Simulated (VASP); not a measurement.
# H (P-1) in VASP: single point with PBE

Aim: the single point of H with PBE.

Everything below comes from runs of VASP 6.6.1. Logs are shortened: lines on timing, memory, paths and dates and some standing lists are left out, and cuts for length are marked.

## 1. The cell of the first run

The typed cell holds 2 atoms: a = 1.932 Å, b = 1.920 Å, c = 1.905 Å, α = 89.68°, β = 89.14°, γ = 119.35°.

## 2. Single point, PBE (equal xy, yz and zx shear strains of +1.5 %)

File INCAR:

```
SYSTEM = H
PREC = Accurate
ENCUT = 520
EDIFF = 1E-6
ISMEAR = -1
SIGMA = 0.05
LREAL = .FALSE.
LASPH = .TRUE.
NELM = 100
ALGO = Normal
ISIF = 2
LWAVE = .FALSE.
LCHARG = .FALSE.
GGA = PE
NBANDS = 8
```

File KPOINTS:

```
Automatic mesh
0
G
  17 17 9
  0 0 0
```

File POSCAR:

```
H
1.0
    1.9322960424      0.0144922203      0.0144922203
   -0.9535973903      1.6661713502      0.0053045208
    0.0142853410      0.0142853410      1.9047121369
H
2
Direct
    0.3333333333      0.6666666667      0.2500000000
    0.6666666667      0.3333333333      0.7500000000
```

Potentials or basis: VASP PAW PBE potentials, release 64 (H).

Started as:

```console
cat potpaw_PBE.64/H/POTCAR > POTCAR
mpirun -np 1 vasp_std > vasp.out
```

OUTCAR:

```text
SYSTEM = H
   PREC = Accurate
   ENCUT = 520
   EDIFF = 1E-6
   ISMEAR = -1
   LREAL = .FALSE.
   LASPH = .TRUE.
   NELM = 100
   ISIF = 2
   GGA = PE

 ion  position               nearest neighbor table
   1  0.333  0.667  0.250-
   2  0.667  0.333  0.750-

  LATTYP: Found a triclinic cell.
 ALAT       =     3.3470231749
 B/A-ratio  =     0.5735742823
 C/A-ratio  =     0.5691084807
 COS(alpha) =     0.0055466261
 COS(beta)  =     0.0150545563
 COS(gamma) =     0.8641498395

  Lattice vectors:

 A1 = (   0.0251012618,   3.3468349207,   0.0251012619)
 A2 = (  -0.9535973903,   1.6661713502,   0.0053045208)
 A3 = (   0.0142853410,   0.0142853410,   1.9047121369)

Analysis of symmetry for initial positions (statically):
=====================================================================
 Subroutine PRICEL returns:
 Original cell was already a primitive cell.

 Routine SETGRP: Setting up the symmetry group for a
 triclinic supercell.

 Subroutine GETGRP returns: Found  2 space group operations
 (whereof  2 operations were pure point group operations)
 out of a pool of  2 trial point group operations.

The static configuration has the point symmetry S_2 .

Analysis of symmetry for dynamics (positions and initial velocities):
=====================================================================
 Subroutine PRICEL returns:
 Original cell was already a primitive cell.

 Routine SETGRP: Setting up the symmetry group for a
 triclinic supercell.

 Subroutine GETGRP returns: Found  2 space group operations
 (whereof  2 operations were pure point group operations)
 out of a pool of  2 trial point group operations.

The dynamic configuration has the point symmetry S_2 .

 Subroutine INISYM returns: Found  2 space group operations
 (whereof  2 operations are pure point group operations),
 and found     1 'primitive' translations

----------------------------------------------------------------------------------------

                                     Primitive cell

  volume of cell :       6.1579

  direct lattice vectors                    reciprocal lattice vectors
     1.932296042  0.014492220  0.014492220     0.515352348  0.294970197 -0.006077419
    -0.953597390  1.666171350  0.005304521    -0.004448980  0.597646253 -0.004448980
     0.014285341  0.014285341  1.904712137    -0.003908727 -0.003908727  0.525072349

  length of vectors
     1.932404731  1.919766415  1.904819274     0.593828590  0.597679371  0.525101445

  position of ions in fractional coordinates (direct lattice)
     0.333333333  0.666666667  0.250000000
     0.666666667  0.333333333  0.750000000

  ion indices of the primitive-cell ions
   primitive index   ion index
                 1           1
                 2           2

----------------------------------------------------------------------------------------

 KPOINTS: Automatic mesh

Automatic generation of k-mesh.
 Grid dimensions read from file:
 generate k-points for:   17   17    9

 Generating k-lattice:

  Cartesian coordinates                     Fractional coordinates (reciprocal lattice)
     0.030314844  0.017351188 -0.000357495     0.058823529 -0.000000000  0.000000000
    -0.000261705  0.035155662 -0.000261705     0.000000000  0.058823529  0.000000000
    -0.000434303 -0.000434303  0.058341372    -0.000000000 -0.000000000  0.111111111

  Length of vectors
     0.034931094  0.035157610  0.058344605

  Shift w.r.t. Gamma in fractional coordinates (k-lattice)
     0.000000000  0.000000000  0.000000000

 Subroutine IBZKPT returns following result:
 ===========================================

 Found   1301 irreducible k-points:

 Following reciprocal coordinates:
            Coordinates               Weight
  0.000000  0.000000  0.000000      1.000000
  0.058824 -0.000000  0.000000      2.000000
  0.117647  0.000000  0.000000      2.000000
  0.176471  0.000000  0.000000      2.000000
  0.235294  0.000000  0.000000      2.000000
  0.294118  0.000000  0.000000      2.000000
[... 16 lines left out ...]
 -0.235294  0.058824 -0.000000      2.000000
 -0.176471  0.058824 -0.000000      2.000000
 [... further k-points ...]
   k-points           NKPTS =   1301   k-points in BZ     NKDIM =   1301   number of bands    NBANDS=      8
   number of dos      NEDOS =    301   number of ions     NIONS =      2
   total plane-waves  NPLWV =   2744
   dimension x,y,z NGX =    14 NGY =   14 NGZ =   14
   dimension x,y,z NGXF=    28 NGYF=   28 NGZF=   28
   ions per type =               2
   NGX,Y,Z   is equivalent  to a cutoff of  12.04, 12.12, 12.22 a.u.
   NGXF,Y,Z  is equivalent  to a cutoff of  24.09, 24.25, 24.44 a.u.
 SYSTEM =  H
   PREC   = accura    normal or accurate (medium, high low for compatibility)
   ISTART =      0    job   : 0-new  1-cont  2-samecut
   ICHARG =      2    charge: 1-file 2-atom 10-const
   ISPIN  =      1    spin polarized calculation?
   LNONCOLLINEAR =      F non collinear calculations
   LSORBIT =      F    spin-orbit coupling
   LASPH  =      T    aspherical Exc in radial PAW
   ENCUT  =  520.0 eV  38.22 Ry    6.18 a.u.   3.59  3.57  3.54*2*pi/ulx,y,z
   NELM   =    100;   NELMIN=  2; NELMDL= -5     # of ELM steps
   EDIFF  = 0.1E-05   stopping-criterion for ELM
   LREAL  =      F    real-space projection
   EDIFFG = 0.1E-04   stopping-criterion for IOM
   NSW    =      0    number of steps for IOM
   IBRION =     -1    ionic relax: 0-MD 1-quasi-New 2-CG
   NFREE  =      0    steps in history (QN), initial steepest desc. (CG)
   ISIF   =      2    stress and relaxation
   ISYM   =      2    0-nonsym 1-usesym 2-fastsym
   POTIM  = 0.5000    time-step for ionic-motion
   TEBEG  =    0.0;   TEEND  =   0.0 temperature during run
   PSTRESS=    0.0 pullay stress
   NELECT =       2.0000    total number of electrons
   NUPDOWN=      -1.0000    fix difference up-down
   EMIN   =  10.00;   EMAX   =-10.00  energy-range for DOS
   EFERMI =   0.00;   METHOD = LEGACY
   ISMEAR =    -1;   SIGMA  =   0.05  broadening in eV -4-tet -1-fermi 0-gaus
   EFERMI_NEDOS =   21; number of points for ismear=-14 and -15
   IALGO  =     38    algorithm
   IMIX   =      4    mixing-type and parameters
     AMIX     =   0.40;   BMIX     =  1.00
     AMIX_MAG =   1.60;   BMIX_MAG =  1.00
  volume/ion in A,a.u.               =       3.08        20.78
  Fermi-wavevector in a.u.,A,eV,Ry     =   1.125313  2.126533 17.229459  1.266330
  Thomas-Fermi vector in A             =   2.261989
   LORBIT       =      0    0 simple, 1 ext, 2 COOP (PROOUT), +10 PAW based schemes
   GGA     = PE    functional components
   LHFCALC =     F    Hartree Fock is set to
   AEXX    =    0.0000 exact exchange contribution
   IVDW    =     0    specifies the selected vdW correction
   LEPSILON=     F    determine dielectric tensor
   LRPA    =     F    only Hartree local field effects (RPA)
 non-spin polarized calculation
  energy-cutoff  :      520.00
  volume of cell :        6.16
 maximum number of plane-waves:       180
   NGX =  7   NGY =  7   NGZ =  7

 number of electron       2.0000000 magnetization

 Free energy of the ion-electron system (eV)
  ---------------------------------------------------
  ext. energy  EPLUGINS =         0.00000000
  ---------------------------------------------------
  free energy    TOTEN  =        -4.54113813 eV

  energy without entropy =       -4.53946738  energy(sigma->0) =       -4.54030275

 E-fermi :   2.7271     XC(G=0): -10.8843

 val. band max:        2.7177631619   @ k =   0.4706  -0.3529   0.4444
 cond. band min:       2.7279842642   @ k =  -0.4118  -0.1765   0.1111
 fundamental gap:      0.0102211023
 Fermi energy:         2.7270713764

 k-point     1 :       0.0000    0.0000    0.0000
  band No.  band energies     occupation
      1     -13.4745      2.00000
      2      19.4309      0.00000
      3      30.8526      0.00000
      4      38.8152      0.00000
      5      40.9062      0.00000
      6      41.6308      0.00000
      7      42.2775      0.00000
      8      44.3768      0.00000

 k-point     2 :       0.0588   -0.0000    0.0000
  band No.  band energies     occupation
      1     -13.2991      2.00000
      2      19.2444      0.00000
      3      31.0341      0.00000
      4      35.7762      0.00000
      5      38.7964      0.00000
      6      40.3261      0.00000
      7      43.9104      0.00000
      8      47.2328      0.00000

 k-point     3 :       0.1176    0.0000    0.0000
  band No.  band energies     occupation
      1     -12.7735      2.00000
      2      18.5554      0.00000
      3      31.5355      0.00000
      4      31.6468      0.00000
      5      36.7735      0.00000
      6      37.9356      0.00000
      7      47.1576      0.00000
      8      50.7375      0.00000

 k-point     4 :       0.1765    0.0000    0.0000
  band No.  band energies     occupation
      1     -11.9001      2.00000
      2      17.0153      0.00000
      3      28.3093      0.00000
      4      32.4844      0.00000
      5      35.4234      0.00000
      6      35.8407      0.00000
      7      50.6714      0.00000
      8      54.6841      0.00000

 k-point     5 :       0.2353    0.0000    0.0000
  band No.  band energies     occupation
      1     -10.6840      2.00000
      2      14.4401      0.00000
      3      26.2339      0.00000
      4      33.7035      0.00000
      5      33.9397      0.00000
      6      35.0139      0.00000
      7      53.6494      0.00000
      8      57.8990      0.00000
[... 177 lines left out ...]
 k-point    22 :      -0.2941    0.0588   -0.0000
  band No.  band energies     occupation
      1      -9.8072      2.00000
      2      12.8419      0.00000
      3      24.6005      0.00000
      4      31.8588      0.00000
      5      34.7013      0.00000
      6      37.6852      0.00000
      7      52.4416      0.00000
      8      55.9995      0.00000

 k-point    23 :      -0.2353    0.0588   -0.0000
  band No.  band energies     occupation
      1     -11.1922      2.00000
      2      15.7474      0.00000
      3      26.6077      0.00000
      4      32.1311      0.00000
      5      33.2690      0.00000
      6      38.8130      0.00000
      7      49.4391      0.00000
      8      58.2218      0.00000

 k-point    24 :      -0.1765    0.0588   -0.0000
  band No.  band energies     occupation
      1     -12.2394      2.00000
      2      17.7706      0.00000
      3      29.6609      0.00000
      4      32.1198      0.00000
      5      33.0758      0.00000
      6      40.4813      0.00000
      7      45.7400      0.00000
      8      55.9082      0.00000

 [... further k-points ...]

------------------------ aborting loop because EDIFF is reached ----------------------------------------

  FORCE on cell =-STRESS in cart. coord.  units (eV):
  Direction    XX          YY          ZZ          XY          YZ          ZX
  --------------------------------------------------------------------------------------
  -------------------------------------------------------------------------------------
  Total       -0.0634658     -0.0079679      0.0346077      0.0051617      0.0438836      0.0218907
  in kB      -16.5126113     -2.0730911      9.0042783      1.3429876     11.4176894      5.6955414
  external PRESSURE =      -3.1938080 kB  Pullay stress =       0.0000000 kB

 VOLUME and BASIS-vectors are now :
 -----------------------------------------------------------------------------
  energy-cutoff  :      520.00
  volume of cell :        6.16
      direct lattice vectors                 reciprocal lattice vectors
     1.932296042  0.014492220  0.014492220     0.515352348  0.294970197 -0.006077419
    -0.953597390  1.666171350  0.005304521    -0.004448980  0.597646253 -0.004448980
     0.014285341  0.014285341  1.904712137    -0.003908727 -0.003908727  0.525072349

 POSITION                                       TOTAL-FORCE (eV/Angst)
 -----------------------------------------------------------------------------------
      0.01194      1.11918      0.48455         0.034330     -0.009157     -0.002075
      0.98105      0.57577      1.43996        -0.034330      0.009157      0.002075
 -----------------------------------------------------------------------------------
    total drift:                               -0.000000      0.000000      0.000000

  FREE ENERGIE OF THE ION-ELECTRON SYSTEM (eV)
  ---------------------------------------------------
  free  energy   TOTEN  =        -4.5411381267 eV

  energy  without entropy=       -4.5394673804  energy(sigma->0) =       -4.54030275
```

Wall time 38 s (1 thread of Intel Xeon 8259CL, shared host); peak memory 0.15 GiB.

What came out:

```
Free energy            : -4.5411 eV
Pressure               : -0.3 GPa
Largest force          : 0.036 eV/Å
Band gap on the k mesh : zero (bands 1 and 2 overlap by 8.11 eV)
```

Forces on the atoms (eV/Å):
```
H    0.034 -0.009 -0.002
H   -0.034  0.009  0.002
```

Stress tensor (GPa, compression positive):
```
-1.65  0.13  0.57
 0.13 -0.21  1.14
 0.57  1.14  0.90
```

Caveat: the k points lie up to 0.37 Å⁻¹ apart, too coarse for converged energies and pressures of a metal; the cell differs from its parent crystal (equal xy, yz and zx shear strains of +1.5 %).
